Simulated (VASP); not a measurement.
# AlGa3N4 (R3m) in VASP: a series of runs, part 2 of 2

VASP 6.6.1.

**3. Single point, LDA**

This run uses another cell than the first one, of 11.13 Å³/atom.

Contents of INCAR:

```
SYSTEM = AlGa3N4
PREC = Accurate ; ENCUT = 520
EDIFF = 1E-6 ; ISMEAR = 0
SIGMA = 0.05 ; LREAL = .FALSE.
LASPH = .TRUE. ; NELM = 80
ALGO = Normal ; ISIF = 2
LWAVE = .FALSE. ; LCHARG = .TRUE.
LELF = .TRUE. ; LVHAR = .TRUE.
NBANDS = 41
```

Contents of KPOINTS:

```
regular mesh
0
G
  6 6 6
  0 0 0
```

Contents of POSCAR:

```
AlGa3N4
1.0
    4.4710196873     -0.1549363258     -0.1549363258
   -0.1549363258      4.4710196873     -0.1549363258
   -0.1549363258     -0.1549363258      4.4710196873
Al Ga N
1 3 4
Direct
    0.0000000000      0.0000000000      0.0000000000
    0.5000000000      0.5000000000      0.0000000000
    0.5000000000      0.0000000000      0.5000000000
    0.0000000000      0.5000000000      0.5000000000
    0.7548078379      0.7548078379      0.2451921621
    0.7548078379      0.2451921621      0.7548078379
    0.2451921621      0.7548078379      0.7548078379
    0.2451921621      0.2451921621      0.2451921621
```

Potentials or basis: VASP PAW LDA potentials, release 64 (Al, Ga_d, N).

On the command line:

```console
$ cat potpaw_LDA.64/Al/POTCAR potpaw_LDA.64/Ga_d/POTCAR potpaw_LDA.64/N/POTCAR > POTCAR
$ mpirun -np 1 vasp_std > vasp.out
```

It took 3.7 min on 1 thread of Intel Xeon 8259CL, shared host; peak memory 0.23 GiB.

Results (log left out):

```yaml
Free_energy: -57.2929 eV
Pressure: -0.8 GPa
Largest_force: 1.666 eV/Å
Band_gap_on_the_k_mesh: 1.96 eV
```

Forces in eV/Å, atoms in the order of the input:
```
Al  -0.912 -0.912 -0.912
Ga  -0.948 -0.948 -0.853
Ga  -0.948 -0.853 -0.948
Ga  -0.853 -0.948 -0.948
N    0.943  0.943  0.814
N    0.943  0.814  0.943
N    0.814  0.943  0.943
N    0.962  0.962  0.962
```

Stress tensor (GPa, compression positive):
```
-0.83 15.53 15.53
15.53 -0.83 15.53
15.53 15.53 -0.83
```

Levels at points of the mesh, in eV from the valence-band top:
| k point | band 28 | band 29 | band 30 | band 31 | band 32 | band 33 | band 34 | band 35 |
| --- | --- | --- | --- | --- | --- | --- | --- | --- |
| (0.00, 0.00, 0.00) | -2.17 | -0.31 | -0.31 | 0.00 | 1.96 | 3.00 | 3.00 | 3.00 |
| (0.50, 0.00, 0.00) | -2.01 | -1.74 | -1.36 | -1.08 | 4.48 | 4.56 | 5.74 | 5.76 |
| (0.50, 0.50, 0.00) | -1.30 | -1.26 | -0.94 | -0.71 | 5.94 | 6.09 | 6.47 | 6.99 |
| (0.50, 0.50, 0.50) | -0.94 | -0.73 | -0.71 | -0.71 | 4.03 | 4.89 | 4.89 | 6.05 |

Caveat: forces of over 1 eV/Å act on the atoms, so gaps and moduli don't describe the material at rest.

**4. Single point, LDA**

This run uses another cell than the first one, of 11.13 Å³/atom.

Contents of INCAR:

```
SYSTEM = AlGa3N4
ALGO = Normal ; EDIFF = 1E-7
ENCUT = 520 ; GGA = CA
ISIF = 2 ; ISMEAR = 0
LASPH = .TRUE. ; LCHARG = .FALSE.
LREAL = .FALSE. ; LWAVE = .FALSE.
NBANDS = 41 ; NELM = 60
PREC = Accurate ; SIGMA = 0.05
```

Contents of KPOINTS:

```
k-points
0
G
  6 6 6
  0 0 0
```

Changes to POSCAR since step 3:

```diff
@@ -2,5 +2,5 @@
 1.0
-    4.4710196873     -0.1549363258     -0.1549363258
-   -0.1549363258      4.4710196873     -0.1549363258
-   -0.1549363258     -0.1549363258      4.4710196873
+    4.4710196873      0.1549363258      0.1549363258
+    0.1549363258      4.4710196873      0.1549363258
+    0.1549363258      0.1549363258      4.4710196873
 Al Ga N
```

On the command line:

```console
$ cat potpaw_LDA.64/Al/POTCAR potpaw_LDA.64/Ga_d/POTCAR potpaw_LDA.64/N/POTCAR > POTCAR
$ mpirun -np 1 vasp_std > vasp.out
```

Wall time 4 min (1 thread of Intel Xeon 8259CL, shared host); peak memory 0.23 GiB.

It converged, with:

* Free energy: -57.4500 eV
* Pressure: -1.5 GPa
* Largest force: 0.692 eV/Å
* Band gap on the k mesh: 1.90 eV

Forces on the atoms (eV/Å):
```
Al   0.321  0.321  0.321
Ga   0.322  0.322  0.309
Ga   0.322  0.309  0.322
Ga   0.309  0.322  0.322
N   -0.293 -0.293 -0.290
N   -0.293 -0.290 -0.293
N   -0.290 -0.293 -0.293
N   -0.400 -0.400 -0.400
```

Stress tensor (GPa, compression positive):
```
 -1.48 -12.40 -12.40
-12.40  -1.48 -12.40
-12.40 -12.40  -1.48
```

Levels at points of the mesh, in eV from the valence-band top:
```csv
k point,band 29,band 30,band 31,band 32,band 33,band 34
"(0.00, 0.00, 0.00)",-0.52,0.00,0.00,1.90,3.01,3.01
"(0.50, 0.00, 0.00)",-1.71,-1.34,-1.04,4.48,4.53,5.75
"(0.50, 0.50, 0.00)",-1.21,-0.93,-0.70,6.02,6.08,6.33
"(0.50, 0.50, 0.50)",-0.93,-0.51,-0.51,4.35,4.35,4.98
```

**5. Single point, LDA**

This run uses another cell than the first one, of 11.15 Å³/atom.

Contents of INCAR:

```
  PREC = Accurate
  ENCUT = 520
  EDIFF = 1E-6
  ISMEAR = 0
  SIGMA = 0.05
  LREAL = False
  LASPH = True
  NELM = 60
  ALGO = Normal
  ISIF = 2
  LWAVE = False
  LCHARG = False
  GGA = CA
  NBANDS = 41
```

Contents of KPOINTS:

```
Automatic mesh
0
Gamma
  6 6 6
```

Changes to POSCAR since step 4:

```diff
@@ -2,5 +2,5 @@
 1.0
-    4.4710196873      0.1549363258      0.1549363258
-    0.1549363258      4.4710196873      0.1549363258
-    0.1549363258      0.1549363258      4.4710196873
+    4.4710196873     -0.1033646631     -0.1033646631
+   -0.1033646631      4.4710196873     -0.1033646631
+   -0.1033646631     -0.1033646631      4.4710196873
 Al Ga N
```

Potentials or basis: VASP PAW LDA potentials, release 64 (Al, Ga_d, N).

On the command line:

```console
$ cat potpaw_LDA.64/Al/POTCAR potpaw_LDA.64/Ga_d/POTCAR potpaw_LDA.64/N/POTCAR > POTCAR
$ mpirun -np 1 vasp_std > vasp.out
```

OUTCAR:

```text
PREC = Accurate
   ENCUT = 520
   EDIFF = 1E-6
   ISMEAR = 0
   LREAL = False
   LASPH = True
   NELM = 60
   ISIF = 2
   GGA = CA

 ion  position               nearest neighbor table
   1  0.000  0.000  0.000-   8 1.81   5 1.93   7 1.93   6 1.93   3 3.09   4 3.09   2 3.09   4 3.09
                             3 3.09   2 3.09
   2  0.500  0.500  0.000-   5 1.86   8 1.98   7 1.98   6 1.98   1 3.09   1 3.09
[... 1275 lines left out ...]
  Total       -1.7435132     -1.7435132     -1.7435132      5.5034041      5.5034041      5.5034041
  in kB      -31.3057242    -31.3057242    -31.3057242     98.8166003     98.8166003     98.8166003
  external PRESSURE =     -31.3057242 kB  Pullay stress =       0.0000000 kB

 VOLUME and BASIS-vectors are now :
 -----------------------------------------------------------------------------
  energy-cutoff  :      520.00
  volume of cell :       89.23
      direct lattice vectors                 reciprocal lattice vectors
     4.471019687 -0.103364663 -0.103364663     0.223907638  0.005298985  0.005298985
    -0.103364663  4.471019687 -0.103364663     0.005298985  0.223907638  0.005298985
    -0.103364663 -0.103364663  4.471019687     0.005298985  0.005298985  0.223907638

 POSITION                                       TOTAL-FORCE (eV/Angst)
 -----------------------------------------------------------------------------------
      0.00000      0.00000      0.00000        -0.514622     -0.514622     -0.514622
      2.18383      2.18383     -0.10336        -0.535095     -0.535095     -0.482453
      2.18383     -0.10336      2.18383        -0.535095     -0.482453     -0.535095
     -0.10336      2.18383      2.18383        -0.482453     -0.535095     -0.535095
      3.27140      3.27140      0.94022         0.536771      0.536771      0.450180
      3.27140      0.94022      3.27140         0.536771      0.450180      0.536771
      0.94022      3.27140      3.27140         0.450180      0.536771      0.536771
      1.04557      1.04557      1.04557         0.543544      0.543544      0.543544
 -----------------------------------------------------------------------------------
    total drift:                               -0.000455     -0.000455     -0.000455

  FREE ENERGIE OF THE ION-ELECTRON SYSTEM (eV)
  ---------------------------------------------------
  free  energy   TOTEN  =       -57.7939157720 eV

  energy  without entropy=      -57.7939157720  energy(sigma->0) =      -57.79391577
```

stdout:

```text
POSCAR found type information on POSCAR AlGaN
 POSCAR found :  3 types and       8 ions
 scaLAPACK will be used
 LDA part: xc-table for (Slater(with rela. corr.)+CA(PZ))
 , standard interpolation
 POSCAR, INCAR and KPOINTS ok, starting setup
 FFT: planning ... GRIDC
 FFT: planning ... GRID_SOFT
 FFT: planning ... GRID
 WAVECAR not read
 entering main loop
```

Wall time 3.1 min (1 thread of Intel Xeon 8259CL, shared host); peak memory 0.23 GiB.

Results:

- Free energy: -57.7939 eV
- Pressure: -3.1 GPa
- Largest force: 0.941 eV/Å
- Band gap on the k mesh: 2.11 eV

Forces on the atoms (eV/Å):
```
Al  -0.515 -0.515 -0.515
Ga  -0.535 -0.535 -0.482
Ga  -0.535 -0.482 -0.535
Ga  -0.482 -0.535 -0.535
N    0.537  0.537  0.450
N    0.537  0.450  0.537
N    0.450  0.537  0.537
N    0.544  0.544  0.544
```

Caveat: the cell stands under tension.

**6. The runs side by side**

| cell | gap on the mesh (eV) | pressure (GPa) | largest force (eV/Å) |
| --- | --- | --- | --- |
| a = 4.429 Å, angles 87.3°, 8 atoms | 2.32 | 2.7 | 0.68 |
| a = 4.476 Å, angles 93.9°, 8 atoms | 1.96 | -0.8 | 1.67 |
| a = 4.476 Å, angles 86.0°, 8 atoms | 1.90 | -1.5 | 0.69 |
| a = 4.473 Å, angles 92.6°, 8 atoms | 2.11 | -3.1 | 0.94 |

Alike in all rows: task single point; level LDA; potentials or basis VASP PAW LDA potentials, release 64 (Al, Ga_d, N); no spin polarisation; k mesh 6 × 6 × 6; cutoff (eV) 520; smearing gaussian 0.05 eV.

Caveats: forces of over 1 eV/Å act on the atoms, so gaps and moduli don't describe the material at rest (at least some runs); the cell stands under tension (at least some runs).

Total energies depend on the potentials used, so only differences within one code and one set of settings carry meaning.
